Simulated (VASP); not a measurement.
# ZnS (F-43m) in VASP: a series of runs, part 2 of 2

VASP 6.6.1.

### 3 Single point, r2SCAN

This run uses another cell than the first one, of 19.56 Å³/atom, 0.779 times its volume.

Input file POSCAR:

```
ZnS
1.0
    0.0000000000      2.6945465156      2.6945465156
    2.6945465156      0.0000000000      2.6945465156
    2.6945465156      2.6945465156      0.0000000000
Zn S
1 1
Direct
    0.0000000000      0.0000000000      0.0000000000
    0.2500000000      0.2500000000      0.2500000000
```

Input file INCAR.step1:

```
SYSTEM = ZnS
ALGO = Normal
EDIFF = 1E-4
ENCUT = 520
GGA = PE
ISMEAR = 0
LASPH = .True.
LCHARG = .False.
LREAL = .False.
LWAVE = .True.
NBANDS = 16
NELM = 60
PREC = Accurate
SIGMA = 0.02
```

Input file INCAR.step2:

```
SYSTEM = ZnS
ALGO = Normal
EDIFF = 1E-7
ENCUT = 520
ISIF = 2
ISMEAR = 0
ISTART = 1
LASPH = .True.
LCHARG = .False.
LMIXTAU = .True.
LREAL = .False.
LWAVE = .False.
METAGGA = R2SCAN
NBANDS = 16
NELM = 60
PREC = Accurate
SIGMA = 0.02
```

Input file KPOINTS:

```
k-points
0
Gamma
  8 8 8
  0 0 0
```

Potentials or basis: VASP PAW PBE potentials, release 64 (Zn, S).

The run is started by

```console
$ cat potpaw_PBE.64/Zn/POTCAR potpaw_PBE.64/S/POTCAR > POTCAR
$ cp INCAR.step1 INCAR
$ mpirun -np 1 vasp_std > vasp.out
$ cp INCAR.step2 INCAR
$ mpirun -np 1 vasp_std > vasp.out
```

OUTCAR:

```text
SYSTEM = ZnS
   EDIFF = 1E-7
   ENCUT = 520
   ISIF = 2
   ISMEAR = 0
   ISTART = 1
   LASPH = .True.
   LREAL = .False.
   METAGGA = R2SCAN
   NELM = 60
   PREC = Accurate

 ion  position               nearest neighbor table
   1  0.000  0.000  0.000-   2 2.33   2 2.33   2 2.33   2 2.33
   2  0.250  0.250  0.250-   1 2.33   1 2.33   1 2.33   1 2.33

  LATTYP: Found a face centered cubic cell.
 ALAT       =     5.3890930312

  Lattice vectors:

 A1 = (   0.0000000000,   2.6945465156,   2.6945465156)
 A2 = (   2.6945465156,   0.0000000000,   2.6945465156)
 A3 = (   2.6945465156,   2.6945465156,   0.0000000000)
[... 625 lines left out ...]
      5      -4.0559      2.00000
      6      -3.7979      2.00000
[... 8 lines left out ...]
     15      16.0908      0.00000
     16      16.9600      0.00000

 [... further k-points ...]
[... 5 lines left out ...]
  --------------------------------------------------------------------------------------
  -------------------------------------------------------------------------------------
  Total        0.0075935      0.0075935      0.0075935      0.0000000      0.0000000      0.0000000
  in kB        0.3109303      0.3109303      0.3109303      0.0000000      0.0000000      0.0000000
  external PRESSURE =       0.3109303 kB  Pullay stress =       0.0000000 kB

 VOLUME and BASIS-vectors are now :
 -----------------------------------------------------------------------------
  energy-cutoff  :      520.00
  volume of cell :       39.13
      direct lattice vectors                 reciprocal lattice vectors
     0.000000000  2.694546516  2.694546516    -0.185559981  0.185559981  0.185559981
     2.694546516  0.000000000  2.694546516     0.185559981 -0.185559981  0.185559981
     2.694546516  2.694546516  0.000000000     0.185559981  0.185559981 -0.185559981

 POSITION                                       TOTAL-FORCE (eV/Angst)
 -----------------------------------------------------------------------------------
      0.00000      0.00000      0.00000        -0.000000     -0.000000     -0.000000
      1.34727      1.34727      1.34727         0.000000      0.000000      0.000000
 -----------------------------------------------------------------------------------
    total drift:                                0.000011      0.000011      0.000011

  FREE ENERGIE OF THE ION-ELECTRON SYSTEM (eV)
  ---------------------------------------------------
  free  energy   TOTEN  =       -18.8662298550 eV

  energy  without entropy=      -18.8662298550  energy(sigma->0) =      -18.86622985
```

OUTCAR.step1:

```text
SYSTEM = ZnS
   EDIFF = 1E-4
   ENCUT = 520
   GGA = PE
   ISMEAR = 0
   LASPH = .True.
   LREAL = .False.
[... 676 lines left out ...]
      0.00000      0.00000      0.00000         0.000000      0.000000      0.000000
      1.34727      1.34727      1.34727        -0.000000     -0.000000     -0.000000
 -----------------------------------------------------------------------------------
    total drift:                                0.000001      0.000001      0.000001

  FREE ENERGIE OF THE ION-ELECTRON SYSTEM (eV)
  ---------------------------------------------------
  free  energy   TOTEN  =        -6.8427895987 eV

  energy  without entropy=       -6.8427895987  energy(sigma->0) =       -6.84278960
```

OSZICAR.step1:

```text
N       E                     dE             d eps       ncg     rms          rms(c)
DAV:   1     0.907113162926E+02    0.90711E+02   -0.88078E+03   928   0.136E+03
DAV:   2    -0.146137243418E+01   -0.92173E+02   -0.85576E+02  1048   0.264E+02
DAV:   3    -0.720969321310E+01   -0.57483E+01   -0.57252E+01  1184   0.643E+01
DAV:   4    -0.726973831698E+01   -0.60045E-01   -0.60032E-01  1112   0.678E+00
DAV:   5    -0.727046173059E+01   -0.72341E-03   -0.72340E-03  1216   0.708E-01    0.699E+00
DAV:   6    -0.686383833724E+01    0.40662E+00   -0.73587E-01  1392   0.301E+01    0.545E+00
DAV:   7    -0.684312224608E+01    0.20716E-01   -0.25091E-01  1112   0.454E+00    0.276E+00
DAV:   8    -0.684239862246E+01    0.72362E-03   -0.52195E-03  1192   0.907E-01    0.718E-01
DAV:   9    -0.684262897708E+01   -0.23035E-03   -0.12676E-03  1104   0.284E-01    0.963E-02
DAV:  10    -0.684279968684E+01   -0.17071E-03   -0.24146E-04  1088   0.126E-01    0.428E-02
DAV:  11    -0.684278959871E+01    0.10088E-04   -0.31178E-05   592   0.627E-02
   1 F= -.68427896E+01 E0= -.68427896E+01  d E =-.563874E-16
```

Run time: 42 s. Hardware: 1 thread of Intel Xeon Platinum 8559C (Emerald Rapids), shared host; peak memory 0.16 GiB.

Results:

```yaml
Free_energy: -18.8662 eV
Pressure: 0.0 GPa
Band_gap_on_the_k_mesh: 2.71 eV, direct
```

Caveat: the PAW data sets were made with another functional, which shifts forces and pressure a little. r2SCAN opens gaps a little over a GGA but as a rule still falls short of measured ones.

### 4 Relaxation of cell and atoms, r2SCAN

This run uses another cell than the first one, of 19.68 Å³/atom, 0.784 times its volume.

Input file POSCAR:

```
ZnS
1.0
    0.0000000000      2.6999659017      2.6999659017
    2.6999659017      0.0000000000      2.6999659017
    2.6999659017      2.6999659017      0.0000000000
Zn S
1 1
Direct
    0.0000000000      0.0000000000      0.0000000000
    0.2500000000      0.2500000000      0.2500000000
```

Input file INCAR.step1:

```
SYSTEM = ZnS
PREC = Accurate ; ENCUT = 600
ISMEAR = 0 ; SIGMA = 0.02
LREAL = .FALSE. ; LASPH = .TRUE.
NELM = 100 ; GGA = PE
ALGO = Normal ; EDIFF = 1E-4
LWAVE = .TRUE. ; LCHARG = .FALSE.
```

Input file INCAR.step2:

```
SYSTEM = ZnS
PREC = Accurate ; ENCUT = 600
EDIFF = 1E-6 ; ISMEAR = 0
SIGMA = 0.02 ; LREAL = .FALSE.
LASPH = .TRUE. ; NELM = 100
ALGO = Normal ; ISIF = 3
LWAVE = .FALSE. ; LCHARG = .FALSE.
METAGGA = R2SCAN ; LMIXTAU = .TRUE.
IBRION = 2 ; NSW = 80
EDIFFG = -0.01 ; ISTART = 1
```

Input file KPOINTS:

```
regular mesh
0
G
  8 8 8
  0 0 0
```

The run is started by

```console
$ cat potpaw_PBE.64/Zn/POTCAR potpaw_PBE.64/S/POTCAR > POTCAR
$ cp INCAR.step1 INCAR
$ mpirun -np 1 vasp_std > vasp.out
$ cp INCAR.step2 INCAR
$ mpirun -np 1 vasp_std > vasp.out
```

Run time: 86 s. Hardware: 1 thread of Intel Xeon Platinum 8559C (Emerald Rapids), shared host; peak memory 0.2 GiB.

It converged, with:

| Property | Result |
| --- | --- |
| Free energy | -18.8679 eV |
| Relaxed volume | 19.57 Å³/atom |
| Relaxed cell | a = 3.811 Å, b = 3.811 Å, c = 3.811 Å, α = 60.00°, β = 60.00°, γ = 60.00° |
| Space group after relaxing (to 0.05 Å) | F-43m (No. 216) |
| Energy gained by relaxing | 0.2 meV/atom |
| Ionic steps | 4 |
| Pressure after relaxing | 0.0 GPa |
| Band gap on the k mesh | 2.71 eV, direct |

Step by step:
```tsv
step	energy change (eV)	largest force (eV/Å)	pressure (GPa)	volume (Å³)
1	0.0000	0.0000	-0.44	39.36
2	-0.0004	0.0000	0.17	39.06
3	-0.0004	0.0000	0.09	39.10
4	-0.0004	0.0000	0.00	39.15
```

Final structure:
```yaml
crystal:
  lattice:
    - [0.00000, 2.69501, 2.69501]
    - [2.69501, 0.00000, 2.69501]
    - [2.69501, 2.69501, 0.00000]
  atoms:
    - { symbol: Zn, position: [0.00000, 0.00000, 0.00000] }
    - { symbol: S, position: [0.25000, 0.25000, 0.25000] }
```

Levels at points of the mesh, in eV from the valence-band top:
```csv
k point,band 5,band 6,band 7,band 8,band 9,band 10,band 11,band 12,band 13
"(0.00, 0.00, 0.00)",-5.98,-5.98,0.00,0.00,0.00,2.71,6.90,6.90,6.90
"(0.50, 0.00, 0.00)",-5.95,-5.78,-5.45,-0.90,-0.90,3.83,7.39,7.39,9.45
"(0.50, 0.50, 0.00)",-5.90,-5.76,-4.64,-2.31,-2.31,3.71,4.48,11.82,12.88
```

Caveat: the PAW data sets were made with another functional, which shifts forces and pressure a little.

### 5 Summary

| task | cell | k mesh | cutoff (eV) | smearing | gap on the mesh (eV) | pressure (GPa) |
| --- | --- | --- | --- | --- | --- | --- |
| single point | a = 4.141 Å, angles 60.0°, 2 atoms | 6 × 6 × 6 | 520 | gaussian 0.1 eV | 1.62 | -11.4 |
| single point | a = 3.811 Å, angles 60.0°, 2 atoms | 8 × 8 × 8 | 520 | gaussian 0.02 eV | 2.71 | 0.0 |
| relaxation of cell and atoms | relaxed from a = 3.818 Å, angles 60.0°, 2 atoms | 8 × 8 × 8 | 600 | gaussian 0.02 eV | 2.71 | 0.0 |

Alike in all rows: level r2SCAN; potentials or basis VASP PAW PBE potentials, release 64 (Zn, S); no spin polarisation.

Caveats: the PAW data sets were made with another functional, which shifts forces and pressure a little.

Total energies depend on the potentials used, so only differences within one code and one set of settings carry meaning.
